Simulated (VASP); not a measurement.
# Ge (Imma) in VASP: a series of runs, part 2 of 2

VASP 6.6.1. The steps go on from the part before.

**3. Single point, LDA**

This run uses another cell than the first one, of 19.01 Å³/atom, 1.020 times its volume.

Contents of INCAR:

```
PREC = Accurate ; ENCUT = 520
EDIFF = 1E-7 ; ISMEAR = -1
SIGMA = 0.05 ; LREAL = F
LASPH = T ; NELM = 100
ALGO = Normal ; ISIF = 2
LWAVE = F ; LCHARG = F
NBANDS = 21
```

Contents of KPOINTS:

```
regular mesh
0
Gamma
  11 11 11
```

Contents of POSCAR:

```
Ge
1.0
   -2.4958980000      2.6508630000      1.4369470000
    2.4958980000     -2.6508630000      1.4369470000
    2.4958980000      2.6508630000     -1.4369470000
Ge
2
Direct
    0.3140570000      0.0640570000      0.2500000000
    0.6859430000      0.9359430000      0.7500000000
```

Potentials or basis: VASP PAW LDA potentials, release 64 (Ge_d).

On the command line:

```sh
$ cat potpaw_LDA.64/Ge_d/POTCAR > POTCAR
$ mpirun -np 1 vasp_std > vasp.out
```

OUTCAR:

```text
PREC = Accurate
   ENCUT = 520
   EDIFF = 1E-7
   ISMEAR = -1
   LREAL = F
   LASPH = T
   NELM = 100
   ISIF = 2

 ion  position               nearest neighbor table
   1  0.314  0.064  0.250-   2 2.68   2 2.68   2 2.72   2 2.72
   2  0.686  0.936  0.750-   1 2.68   1 2.68   1 2.72   1 2.72

  LATTYP: Found a body centered orthorhombic cell.
 ALAT       =     2.8738940000
 B/A-ratio  =     1.7369450648
 C/A-ratio  =     1.8447882907

  Lattice vectors:

 A1 = (   2.4958980000,  -2.6508630000,   1.4369470000)
 A2 = (  -2.4958980000,  -2.6508630000,  -1.4369470000)
 A3 = (   2.4958980000,   2.6508630000,  -1.4369470000)

Analysis of symmetry for initial positions (statically):
=====================================================================
 Subroutine PRICEL returns:
 Original cell was already a primitive cell.

 Routine SETGRP: Setting up the symmetry group for a
 body centered orthorhombic supercell.

[... 162 lines left out ...]
  ext. energy  EPLUGINS =         0.00000000
  ---------------------------------------------------
  free energy    TOTEN  =        -9.98529085 eV

  energy without entropy =       -9.97874789  energy(sigma->0) =       -9.98201937

 E-fermi :   6.2611     XC(G=0): -11.4745

 val. band max:        6.2505246638   @ k =  -0.2727   0.3636   0.1818
 cond. band min:       6.2620542364   @ k =   0.4545   0.2727   0.0909
 fundamental gap:      0.0115295726
 Fermi energy:         6.2611069204

 k-point     1 :       0.0000    0.0000    0.0000
  band No.  band energies     occupation
      1     -18.5786      2.00000
      2     -18.5010      2.00000
      3     -18.4990      2.00000
      4     -18.4957      2.00000
      5     -18.4625      2.00000
      6     -18.4263      2.00000
[... 565 lines left out ...]
     20      17.1253      0.00000
     21      17.3294      0.00000

 [... further k-points ...]

------------------------ aborting loop because EDIFF is reached ----------------------------------------

  FORCE on cell =-STRESS in cart. coord.  units (eV):
  Direction    XX          YY          ZZ          XY          YZ          ZX
  --------------------------------------------------------------------------------------
  -------------------------------------------------------------------------------------
  Total       -0.7287761     -1.2141539     -1.0588405      0.0000000     -0.0000000      0.0000000
  in kB      -30.7036393    -51.1528053    -44.6093882      0.0000000     -0.0000000      0.0000000
  external PRESSURE =     -42.1552776 kB  Pullay stress =       0.0000000 kB

 VOLUME and BASIS-vectors are now :
 -----------------------------------------------------------------------------
  energy-cutoff  :      520.00
  volume of cell :       38.03
      direct lattice vectors                 reciprocal lattice vectors
    -2.495898000  2.650863000  1.436947000     0.000000000  0.188617820  0.347959946
     2.495898000 -2.650863000  1.436947000     0.200328699  0.000000000  0.347959946
     2.495898000  2.650863000 -1.436947000     0.200328699  0.188617820  0.000000000

 POSITION                                       TOTAL-FORCE (eV/Angst)
 -----------------------------------------------------------------------------------
      0.00000      1.32543      0.18409         0.000000      0.000000      0.068861
      2.49590      1.32543      1.25285        -0.000000     -0.000000     -0.068861
 -----------------------------------------------------------------------------------
    total drift:                               -0.000000     -0.000000      0.000000

  FREE ENERGIE OF THE ION-ELECTRON SYSTEM (eV)
  ---------------------------------------------------
  free  energy   TOTEN  =        -9.9852908502 eV

  energy  without entropy=       -9.9787478873  energy(sigma->0) =       -9.98201937
```

Run time: 2.5 min. Hardware: 1 thread of Intel Xeon 6975P-C (Granite Rapids), shared host; peak memory 0.24 GiB.

What came out:

```yaml
Free_energy: -9.9853 eV
Pressure: -4.2 GPa
Largest_force: 0.069 eV/Å
Band_gap_on_the_k_mesh: zero (band 14 reaches 8.29 eV, above the bottom of band 15 at 3.16 eV)
```

Forces in eV/Å, atoms in the order of the input:
```
Ge   0.000  0.000  0.069
Ge   0.000  0.000 -0.069
```

Levels at points of the mesh, in eV from the Fermi level:
| k point | band 12 | band 13 | band 14 | band 15 | band 16 | band 17 |
| --- | --- | --- | --- | --- | --- | --- |
| (0.00, 0.00, 0.00) | -3.92 | -2.34 | -1.90 | 3.54 | 6.87 | 7.07 |

**4. Single point, LDA**

This run uses another cell than the first one, of 19.39 Å³/atom, 1.041 times its volume.

Contents of INCAR:

```
SYSTEM = Ge
PREC = Accurate ; ENCUT = 520
EDIFF = 1E-6 ; ISMEAR = -1
SIGMA = 0.05 ; LREAL = .FALSE.
LASPH = .TRUE. ; NELM = 100
ALGO = Normal ; ISIF = 2
LWAVE = .FALSE. ; LCHARG = .FALSE.
NBANDS = 21
```

Contents of KPOINTS:

```
regular mesh
0
G
  11 11 11
  0 0 0
```

Contents of POSCAR:

```
Ge
1.0
   -2.5124276075      2.6684188957      1.4464634826
    2.5124276075     -2.6684188957      1.4464634826
    2.5124276075      2.6684188957     -1.4464634826
Ge
2
Direct
    0.3140570000      0.0640570000      0.2500000000
    0.6859430000      0.9359430000      0.7500000000
```

On the command line:

```sh
$ cat potpaw_LDA.64/Ge_d/POTCAR > POTCAR
$ mpirun -np 1 vasp_std > vasp.out
```

It took 2.3 min on 1 thread of Intel Xeon 6975P-C (Granite Rapids), shared host; peak memory 0.25 GiB.

The run converged. Its results:

| Item | Value |
| --- | --- |
| Free energy | -9.9631 eV |
| Pressure | -5.4 GPa |
| Largest force | 0.070 eV/Å |
| Band gap on the k mesh | zero (band 14 reaches 8.00 eV, above the bottom of band 15 at 3.03 eV) |

Forces in eV/Å, atoms in the order of the input:
```
Ge   0.000  0.000  0.070
Ge   0.000  0.000 -0.070
```

Stress tensor (GPa, compression positive):
```
-4.36  0.00  0.00
 0.00 -6.23  0.00
 0.00  0.00 -5.66
```

Levels at points of the mesh, in eV from the Fermi level:
| k point | band 11 | band 12 | band 13 | band 14 | band 15 | band 16 | band 17 | band 18 |
| --- | --- | --- | --- | --- | --- | --- | --- | --- |
| (0.00, 0.00, 0.00) | -12.94 | -3.99 | -2.28 | -1.85 | 3.59 | 6.77 | 6.94 | 7.63 |

**5. Single point, LDA**

This run uses another cell than the first one, of 19.78 Å³/atom, 1.061 times its volume.

Contents of INCAR:

```
PREC = Accurate ; ENCUT = 520
EDIFF = 1E-6 ; ISMEAR = -1
SIGMA = 0.05 ; LREAL = F
LASPH = T ; NELM = 80
ALGO = Normal ; ISIF = 2
LWAVE = F ; LCHARG = F
NBANDS = 21
```

Contents of KPOINTS:

```
regular mesh
0
Gamma
  11 11 11
```

Contents of POSCAR:

```
Ge
1.0
   -2.5287425297      2.6857467767      1.4558563658
    2.5287425297     -2.6857467767      1.4558563658
    2.5287425297      2.6857467767     -1.4558563658
Ge
2
Direct
    0.3140570000      0.0640570000      0.2500000000
    0.6859430000      0.9359430000      0.7500000000
```

On the command line:

```sh
$ cat potpaw_LDA.64/Ge_d/POTCAR > POTCAR
$ mpirun -np 1 vasp_std > vasp.out
```

Run time: 2.2 min. Hardware: 1 thread of Intel Xeon 6975P-C (Granite Rapids), shared host; peak memory 0.25 GiB.

It converged, with:

```yaml
Free_energy: -9.9356 eV
Pressure: -6.5 GPa
Largest_force: 0.069 eV/Å
Band_gap_on_the_k_mesh: zero (band 14 reaches 7.73 eV, above the bottom of band 15 at 2.90 eV)
```

Forces in eV/Å, atoms in the order of the input:
```
Ge   0.000  0.000  0.069
Ge   0.000  0.000 -0.069
```

Stress tensor (GPa, compression positive):
```
-5.50  0.00  0.00
 0.00 -7.18  0.00
 0.00  0.00 -6.73
```

Levels at points of the mesh, in eV from the Fermi level:
| k point | band 11 | band 12 | band 13 | band 14 | band 15 | band 16 | band 17 | band 18 |
| --- | --- | --- | --- | --- | --- | --- | --- | --- |
| (0.00, 0.00, 0.00) | -12.78 | -4.05 | -2.22 | -1.80 | 3.63 | 6.66 | 6.81 | 7.49 |

**6. Single point, LDA**

This run uses another cell than the first one, of 20.16 Å³/atom, 1.082 times its volume.

Contents of INCAR:

```
SYSTEM = Ge
ALGO = Normal ; EDIFF = 1E-6
ENCUT = 520 ; GGA = CA
ISIF = 2 ; ISMEAR = -1
LASPH = .True. ; LCHARG = .True.
LELF = .True. ; LREAL = .False.
LVHAR = .True. ; LWAVE = .False.
NBANDS = 21 ; NELM = 80
PREC = Accurate ; SIGMA = 0.05
```

Contents of KPOINTS:

```
k-points
0
Gamma
  11 11 11
  0 0 0
```

Contents of POSCAR:

```
Ge
1.0
   -2.5448496043      2.7028539053      1.4651295863
    2.5448496043     -2.7028539053      1.4651295863
    2.5448496043      2.7028539053     -1.4651295863
Ge
2
Direct
    0.3140570000      0.0640570000      0.2500000000
    0.6859430000      0.9359430000      0.7500000000
```

Potentials or basis: VASP PAW LDA potentials, release 64 (Ge_d).

On the command line:

```sh
$ cat potpaw_LDA.64/Ge_d/POTCAR > POTCAR
$ mpirun -np 1 vasp_std > vasp.out
```

It took 2.4 min on 1 thread of Intel Xeon 6975P-C (Granite Rapids), shared host; peak memory 0.25 GiB.

The run converged. Its results:

```yaml
Free_energy: -9.9033 eV
Pressure: -7.4 GPa
Largest_force: 0.068 eV/Å
Band_gap_on_the_k_mesh: zero (band 14 reaches 7.47 eV, above the bottom of band 15 at 2.78 eV)
```

Forces on the atoms (eV/Å):
```
Ge   0.000  0.000  0.068
Ge   0.000  0.000 -0.068
```

Stress tensor (GPa, compression positive):
```
-6.53  0.00  0.00
 0.00 -8.02  0.00
 0.00  0.00 -7.69
```

Levels at points of the mesh, in eV from the Fermi level:
```csv
k point,band 12,band 13,band 14,band 15,band 16,band 17
"(0.00, 0.00, 0.00)",-4.12,-2.16,-1.75,3.67,6.56,6.69
```

**7. Summary**

```csv
level,potentials or basis,cell,gap on the mesh (eV),pressure (GPa),largest force (eV/Å)
PBEsol,"VASP PAW PBE potentials, release 64 (Ge_d)","a = 3.888 Å, angles 100.8, 94.7, 136.9°, 2 atoms",none,-1.1,0.06
LDA,"VASP PAW LDA potentials, release 64 (Ge_d)","a = 3.914 Å, angles 100.8, 94.7, 136.9°, 2 atoms",none,-4.2,0.07
LDA,"VASP PAW LDA potentials, release 64 (Ge_d)","a = 3.940 Å, angles 100.8, 94.7, 136.9°, 2 atoms",none,-5.4,0.07
LDA,"VASP PAW LDA potentials, release 64 (Ge_d)","a = 3.966 Å, angles 100.8, 94.7, 136.9°, 2 atoms",none,-6.5,0.07
LDA,"VASP PAW LDA potentials, release 64 (Ge_d)","a = 3.991 Å, angles 100.8, 94.7, 136.9°, 2 atoms",none,-7.4,0.07
```

Alike in all rows: task single point; no spin polarisation; k mesh 11 × 11 × 11; cutoff (eV) 520; smearing fermi-dirac 0.05 eV.

Caveats: the PAW data sets were made with another functional, which shifts forces and pressure a little (some runs).

Total energies depend on the potentials used, so only differences within one code and one set of settings carry meaning.
